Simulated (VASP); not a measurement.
# MoIr4 (Pm-3m) in VASP: single point with PBE

Aim: the single point of MoIr4 with PBE.

Everything below comes from runs of VASP 6.6.1. Logs are shortened: lines on timing, memory, paths and dates and some standing lists are left out, and cuts for length are marked.

## Step 1: The cell of the first run

The structure is cubic, space group Pm-3m (No. 221). The conventional cell has a = 4.711 Å, b = 4.711 Å, c = 4.711 Å, α = 90.00°, β = 90.00°, γ = 90.00°. Within 4.4 Å of Mo (site symmetry m-3m) lie 20 Ir at 3.33 to 4.08 Å. Ir (site symmetry m-3m) has 6 Ir at 2.36 Å within 3.1 Å. Ir (site symmetry 4/mmm) has 2 Ir at 2.36 Å within 3.1 Å.

## Step 2: Single point, PBE, collinear spin

Input file INCAR:

```
PREC     = Accurate       # precision mode
ENCUT    = 520            # plane-wave cutoff, eV
EDIFF    = 1E-6           # SCF threshold, eV
ISMEAR   = 0              # smearing method
SIGMA    = 0.1            # smearing width, eV
LREAL    = False          # projectors in reciprocal space
LASPH    = True           # aspherical terms in the spheres
NELM     = 150            # most SCF steps
ALGO     = Normal         # electronic algorithm
ISIF     = 2              # what is computed and relaxed
LWAVE    = False          # write WAVECAR
LCHARG   = False          # write CHGCAR
ISPIN    = 2              # spin polarisation
MAGMOM   = 3.31 0 0 0 0   # initial moments
LORBIT   = 11             # projections on sites
LMAXMIX  = 4              # l up to which the mixer works
GGA      = PE             # functional
NBANDS   = 37             # bands
```

Input file KPOINTS:

```
regular mesh
0
Gamma
  8 8 8
```

Input file POSCAR:

```
MoIr4
1.0
    4.7110115971      0.0000000000      0.0000000000
    0.0000000000      4.7110115971      0.0000000000
    0.0000000000      0.0000000000      4.7110115971
Mo Ir
1 4
Direct
    0.5000000000      0.5000000000      0.5000000000
    0.0000000000      0.0000000000      0.0000000000
    0.5000000000      0.0000000000      0.0000000000
    0.0000000000      0.5000000000      0.0000000000
    0.0000000000      0.0000000000      0.5000000000
```

Potentials or basis: VASP PAW PBE potentials, release 64 (Mo_sv, Ir).

On the command line:

```
$ cat potpaw_PBE.64/Mo_sv/POTCAR potpaw_PBE.64/Ir/POTCAR > POTCAR
$ mpirun -np 1 vasp_std > vasp.out
```

OUTCAR:

```text
PREC = Accurate
   ENCUT = 520
   EDIFF = 1E-6
   ISMEAR = 0
   LREAL = False
   LASPH = True
   NELM = 150
   ISIF = 2
   ISPIN = 2
   LORBIT = 11
   GGA = PE

 ion  position               nearest neighbor table
   1  0.500  0.500  0.500-   3 3.33   4 3.33   5 3.33   3 3.33   4 3.33   3 3.33   5 3.33   3 3.33
                             4 3.33   5 3.33   4 3.33   5 3.33
   2  0.000  0.000  0.000-   3 2.36   4 2.36   5 2.36   5 2.36   4 2.36   3 2.36
   3  0.500  0.000  0.000-   2 2.36   2 2.36   4 3.33   5 3.33   1 3.33   5 3.33   1 3.33   4 3.33
                             1 3.33   1 3.33   4 3.33   5 3.33   5 3.33   4 3.33
   4  0.000  0.500  0.000-   2 2.36   2 2.36   3 3.33   5 3.33   1 3.33   5 3.33   1 3.33   3 3.33
                             5 3.33   5 3.33   1 3.33   3 3.33   1 3.33   3 3.33
   5  0.000  0.000  0.500-   2 2.36   2 2.36   3 3.33   4 3.33   1 3.33   3 3.33   4 3.33   1 3.33
                             4 3.33   4 3.33   1 3.33   3 3.33   3 3.33   1 3.33

  LATTYP: Found a simple cubic cell.
 ALAT       =     4.7110115971

  Lattice vectors:

 A1 = (   4.7110115971,   0.0000000000,   0.0000000000)
 A2 = (   0.0000000000,   4.7110115971,   0.0000000000)
 A3 = (   0.0000000000,   0.0000000000,   4.7110115971)

Analysis of symmetry for initial positions (statically):
=====================================================================
 Subroutine PRICEL returns:
 Original cell was already a primitive cell.

 Routine SETGRP: Setting up the symmetry group for a
 simple cubic supercell.

 Subroutine GETGRP returns: Found 48 space group operations
 (whereof 48 operations were pure point group operations)
 out of a pool of 48 trial point group operations.

The static configuration has the point symmetry O_h .

Analysis of symmetry for dynamics (positions and initial velocities):
=====================================================================
 Subroutine PRICEL returns:
 Original cell was already a primitive cell.

 Routine SETGRP: Setting up the symmetry group for a
 simple cubic supercell.

 Subroutine GETGRP returns: Found 48 space group operations
 (whereof 48 operations were pure point group operations)
 out of a pool of 48 trial point group operations.

The dynamic configuration has the point symmetry O_h .

Analysis of structural, dynamic, and magnetic symmetry:
=====================================================================
 Subroutine PRICEL returns:
 Original cell was already a primitive cell.

 Routine SETGRP: Setting up the symmetry group for a
 simple cubic supercell.

 Subroutine GETGRP returns: Found 48 space group operations
 (whereof 48 operations were pure point group operations)
 out of a pool of 48 trial point group operations.

The overall configuration has the point symmetry O_h .

 Subroutine INISYM returns: Found 48 space group operations
 (whereof 48 operations are pure point group operations),
 and found     1 'primitive' translations

----------------------------------------------------------------------------------------

                                     Primitive cell

  volume of cell :     104.5544

  direct lattice vectors                    reciprocal lattice vectors
     4.711011597  0.000000000  0.000000000     0.212268635  0.000000000  0.000000000
     0.000000000  4.711011597  0.000000000     0.000000000  0.212268635  0.000000000
     0.000000000  0.000000000  4.711011597     0.000000000  0.000000000  0.212268635

  length of vectors
     4.711011597  4.711011597  4.711011597     0.212268635  0.212268635  0.212268635

  position of ions in fractional coordinates (direct lattice)
     0.500000000  0.500000000  0.500000000
     0.000000000  0.000000000  0.000000000
     0.500000000  0.000000000  0.000000000
     0.000000000  0.500000000  0.000000000
     0.000000000  0.000000000  0.500000000

  ion indices of the primitive-cell ions
   primitive index   ion index
                 1           1
                 2           2
                 3           3
                 4           4
                 5           5

----------------------------------------------------------------------------------------

 KPOINTS: regular mesh
[... 29 lines left out ...]
  0.500000  0.000000  0.000000      3.000000
  0.125000  0.125000  0.000000     12.000000
[... 16 lines left out ...]
  0.375000  0.375000  0.125000     24.000000
  0.500000  0.375000  0.125000     24.000000
 [... further k-points ...]
   k-points           NKPTS =     35   k-points in BZ     NKDIM =     35   number of bands    NBANDS=     37
   number of dos      NEDOS =    301   number of ions     NIONS =      5
   total plane-waves  NPLWV =  46656
   dimension x,y,z NGX =    36 NGY =   36 NGZ =   36
   dimension x,y,z NGXF=    72 NGYF=   72 NGZF=   72
   ions per type =               1   4
   NGX,Y,Z   is equivalent  to a cutoff of  12.70, 12.70, 12.70 a.u.
   NGXF,Y,Z  is equivalent  to a cutoff of  25.41, 25.41, 25.41 a.u.
 SYSTEM =  unknown system
   PREC   = accura    normal or accurate (medium, high low for compatibility)
   ISTART =      0    job   : 0-new  1-cont  2-samecut
   ICHARG =      2    charge: 1-file 2-atom 10-const
   ISPIN  =      2    spin polarized calculation?
   LNONCOLLINEAR =      F non collinear calculations
   LSORBIT =      F    spin-orbit coupling
   LASPH  =      T    aspherical Exc in radial PAW
   ENCUT  =  520.0 eV  38.22 Ry    6.18 a.u.   8.76  8.76  8.76*2*pi/ulx,y,z
   NELM   =    150;   NELMIN=  2; NELMDL= -5     # of ELM steps
   EDIFF  = 0.1E-05   stopping-criterion for ELM
   LREAL  =      F    real-space projection
   EDIFFG = 0.1E-04   stopping-criterion for IOM
   NSW    =      0    number of steps for IOM
   IBRION =     -1    ionic relax: 0-MD 1-quasi-New 2-CG
   NFREE  =      0    steps in history (QN), initial steepest desc. (CG)
   ISIF   =      2    stress and relaxation
   ISYM   =      2    0-nonsym 1-usesym 2-fastsym
   POTIM  = 0.5000    time-step for ionic-motion
   TEBEG  =    0.0;   TEEND  =   0.0 temperature during run
   PSTRESS=    0.0 pullay stress
   NELECT =      50.0000    total number of electrons
   NUPDOWN=      -1.0000    fix difference up-down
   EMIN   =  10.00;   EMAX   =-10.00  energy-range for DOS
   EFERMI =   0.00;   METHOD = LEGACY
   ISMEAR =     0;   SIGMA  =   0.10  broadening in eV -4-tet -1-fermi 0-gaus
   EFERMI_NEDOS =   21; number of points for ismear=-14 and -15
   IALGO  =     38    algorithm
   IMIX   =      4    mixing-type and parameters
     AMIX     =   0.40;   BMIX     =  1.00
     AMIX_MAG =   1.60;   BMIX_MAG =  1.00
  volume/ion in A,a.u.               =      20.91       141.11
  Fermi-wavevector in a.u.,A,eV,Ry     =   1.280218  2.419262 22.299386  1.638959
  Thomas-Fermi vector in A             =   2.412659
   LORBIT       =     11    0 simple, 1 ext, 2 COOP (PROOUT), +10 PAW based schemes
   GGA     = PE    functional components
   LHFCALC =     F    Hartree Fock is set to
   AEXX    =    0.0000 exact exchange contribution
   IVDW    =     0    specifies the selected vdW correction
   LEPSILON=     F    determine dielectric tensor
   LRPA    =     F    only Hartree local field effects (RPA)
 spin polarized calculation
 Gauss-broadening in eV      SIGMA  =   0.10
  energy-cutoff  :      520.00
  volume of cell :      104.55
 maximum number of plane-waves:      2841
 NGX is ok and might be reduce to    36
   NGX = 17   NGY = 17   NGZ = 17

 number of electron      49.9999993 magnetization       3.2941519

 Free energy of the ion-electron system (eV)
  ---------------------------------------------------
  ext. energy  EPLUGINS =         0.00000000
  ---------------------------------------------------
  free energy    TOTEN  =       -35.86341000 eV

  energy without entropy =      -35.83011607  energy(sigma->0) =      -35.84676303

 E-fermi :   6.0425     XC(G=0): -11.4819

 val. band max:        6.0406629394   @ k =   0.1250   0.1250   0.0000
 cond. band min:       6.0508099247   @ k =   0.5000   0.2500   0.2500
 fundamental gap:      0.0101469854
 Fermi energy:         6.0425154507

 spin component 1

 k-point     1 :       0.0000    0.0000    0.0000
  band No.  band energies     occupation
      1     -55.9841      1.00000
      2     -30.0968      1.00000
      3     -30.0968      1.00000
      4     -30.0968      1.00000
      5      -2.7775      1.00000
      6      -1.5666      1.00000
[... 949 lines left out ...]
     36      12.2144      0.00000
     37      13.3376      0.00000

 [... further k-points ...]

 spin component 2

 k-point     1 :       0.0000    0.0000    0.0000
  band No.  band energies     occupation
      1     -54.0896      1.00000
      2     -27.9979      1.00000
      3     -27.9979      1.00000
      4     -27.9979      1.00000
      5      -2.7337      1.00000
      6      -1.5663      1.00000
[... 949 lines left out ...]
     36      12.5303      0.00000
     37      14.1630      0.00000

 [... further k-points ...]

------------------------ aborting loop because EDIFF is reached ----------------------------------------

  FORCE on cell =-STRESS in cart. coord.  units (eV):
  Direction    XX          YY          ZZ          XY          YZ          ZX
  --------------------------------------------------------------------------------------
  -------------------------------------------------------------------------------------
  Total       -0.1129300     -0.1129300     -0.1129300      0.0000000      0.0000000      0.0000000
  in kB       -1.7305233     -1.7305233     -1.7305233      0.0000000      0.0000000      0.0000000
  external PRESSURE =      -1.7305233 kB  Pullay stress =       0.0000000 kB

 VOLUME and BASIS-vectors are now :
 -----------------------------------------------------------------------------
  energy-cutoff  :      520.00
  volume of cell :      104.55
      direct lattice vectors                 reciprocal lattice vectors
     4.711011597  0.000000000  0.000000000     0.212268635  0.000000000  0.000000000
     0.000000000  4.711011597  0.000000000     0.000000000  0.212268635  0.000000000
     0.000000000  0.000000000  4.711011597     0.000000000  0.000000000  0.212268635

 POSITION                                       TOTAL-FORCE (eV/Angst)
 -----------------------------------------------------------------------------------
      2.35551      2.35551      2.35551         0.000000      0.000000      0.000000
      0.00000      0.00000      0.00000         0.000000      0.000000      0.000000
      2.35551      0.00000      0.00000         0.000000      0.000000      0.000000
      0.00000      2.35551      0.00000         0.000000      0.000000      0.000000
      0.00000      0.00000      2.35551         0.000000      0.000000      0.000000
 -----------------------------------------------------------------------------------
    total drift:                                0.000000      0.000000      0.000000

  FREE ENERGIE OF THE ION-ELECTRON SYSTEM (eV)
  ---------------------------------------------------
  free  energy   TOTEN  =       -35.8634099968 eV

  energy  without entropy=      -35.8301160689  energy(sigma->0) =      -35.84676303

 total charge

# of ion       s       p       d       tot
------------------------------------------
    1        2.179   6.026   3.635  11.840
    2        0.943   0.896   7.130   8.970
    3        0.617   0.424   7.057   8.098
    4        0.617   0.424   7.057   8.098
    5        0.617   0.424   7.057   8.098
--------------------------------------------------
tot          4.972   8.194  31.937  45.104

 magnetization (x)

# of ion       s       p       d       tot
------------------------------------------
    1        0.045   0.028   2.781   2.853
    2        0.003  -0.008   0.052   0.047
    3       -0.027   0.009  -0.033  -0.050
    4       -0.027   0.009  -0.033  -0.050
    5       -0.027   0.009  -0.033  -0.050
--------------------------------------------------
tot         -0.032   0.048   2.733   2.749
```

It took 6.4 min on 1 thread of Intel Xeon Platinum 8375C at 2.90GHz (Ice Lake), shared host; peak memory 0.36 GiB.

Results:

* Free energy: -35.8634 eV
* Pressure: -0.2 GPa
* Net moment: 3.29 μB per cell
* Site moments: Mo +2.85; Ir +0.05, -0.05 (each value once) μB
* Valence electrons inside the program's atomic spheres: Mo 11.84; Ir 8.97, 8.10 (each value once)

Levels at points of the mesh, in eV from the Fermi level:
Spin up:
| k point | band 25 | band 26 | band 27 | band 28 | band 29 | band 30 |
| --- | --- | --- | --- | --- | --- | --- |
| (0.00, 0.00, 0.00) | 0.45 | 0.62 | 0.62 | 0.62 | 1.13 | 1.13 |
| (0.50, 0.00, 0.00) | -0.63 | -0.23 | 0.41 | 0.41 | 0.56 | 0.87 |
| (0.50, 0.50, 0.00) | -1.11 | -0.88 | -0.83 | 0.04 | 0.04 | 0.46 |
| (0.50, 0.50, 0.50) | -0.57 | -0.46 | -0.46 | -0.46 | 0.23 | 0.23 |
Spin down:
```tsv
k point	band 21	band 22	band 23	band 24	band 25	band 26	band 27	band 28
(0.00, 0.00, 0.00)	0.66	0.66	0.79	0.79	0.79	0.97	0.97	0.97
(0.50, 0.00, 0.00)	-1.02	-0.62	0.44	0.44	0.59	0.59	0.83	1.03
(0.50, 0.50, 0.00)	-1.41	-1.11	-0.96	-0.25	0.08	0.08	0.33	0.33
(0.50, 0.50, 0.50)	-1.25	-1.25	-0.44	-0.44	-0.44	0.24	0.24	0.24
```

Caveat: spin-orbit coupling is left out, which moves the levels of the heavy elements.
